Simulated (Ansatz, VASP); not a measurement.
## PbI2 in VASP and in Ansatz

INCAR

```
SYSTEM = PbI2
PREC = Accurate
ENCUT = 500
EDIFF = 1E-6
ISMEAR = 0
SIGMA = 0.01
LREAL = .False.
LASPH = .True.
NELM = 120
ALGO = Normal
ISIF = 2
LWAVE = .False.
LCHARG = .False.
GGA = PE
NBANDS = 21
GGA_COMPAT = .False.
```

The input KPOINTS:

```
Automatic mesh
0
Gamma
  6 6 4
  0 0 0
```

POSCAR

```
PbI2
1.0
    4.5657260562      0.0000000000      0.0000000000
   -2.2828630281      3.9540347514      0.0000000000
    0.0000000000      0.0000000000      7.0410821251
Pb I
1 2
Direct
    0.0000000000      0.0000000000      0.0000000000
    0.3333333333      0.6666666667      0.2667794127
    0.6666666667      0.3333333333      0.7332205873
```

Input for Ansatz:

```yaml
crystal:
  lattice:
    - [4.5657260562, 0.0, 0.0]
    - [-2.2828630281, 3.9540347514, 0.0]
    - [0.0, 0.0, 7.0410821251]
  atoms:
    - { symbol: Pb, position: [0.0, 0.0, 0.0] }
    - { symbol: I, position: [0.3333333333, 0.6666666667, 0.2667794127] }
    - { symbol: I, position: [0.6666666667, 0.3333333333, 0.7332205873] }
kpoints:
  mp_grid: { grid: [6, 6, 4] }
  band_path:
    path:
      - [0.0, 0.0, 0.0]
      - [0.5, 0.0, 0.0]
      - [0.3333333333, 0.3333333333, 0.0]
      - [0.0, 0.0, 0.5]
      - [0.5, 0.0, 0.5]
      - [0.3333333333, 0.3333333333, 0.5]
    npoints: 1
hamiltonian:
  xc: pbe
scf:
  occupations: { method: fixed }
  n_extra_bands: 4
output:
  forces: true
  stress: true
  eigenvalues: true
```

Alike in both runs: task single point; functional PBE; k mesh 6 × 6 × 4; no spin polarisation.

|  | VASP | Ansatz |
| --- | --- | --- |
| version | VASP 6.6.1 | Ansatz 0.2.0 |
| potentials or method | VASP PAW PBE potentials, release 64 (Pb_d, I) | plane waves, PAW |
| plane-wave cutoff (eV) | 500 | 420 |
| occupations | gaussian, width 0.01 eV | fixed |
| valence electrons in the cell | 28 | 48 |

|  | VASP | Ansatz | Ansatz less VASP |
| --- | --- | --- | --- |
| gap on the k mesh at the Fermi level (eV) | 2.23 | 2.23 | +0.001 |
| pressure (GPa) | 1.2 | 1.3 | +0.02 |
| rms of the force components (eV/Å) | 0.022 | 0.022 | +0.0003 |

Atom by atom the forces differ by 0.000 eV/Å (rms over components). VASP's potentials hold 28 valence electrons a cell and Ansatz's 48, so a difference there can come from the potentials and not from the codes.

Spin-orbit coupling is off throughout.
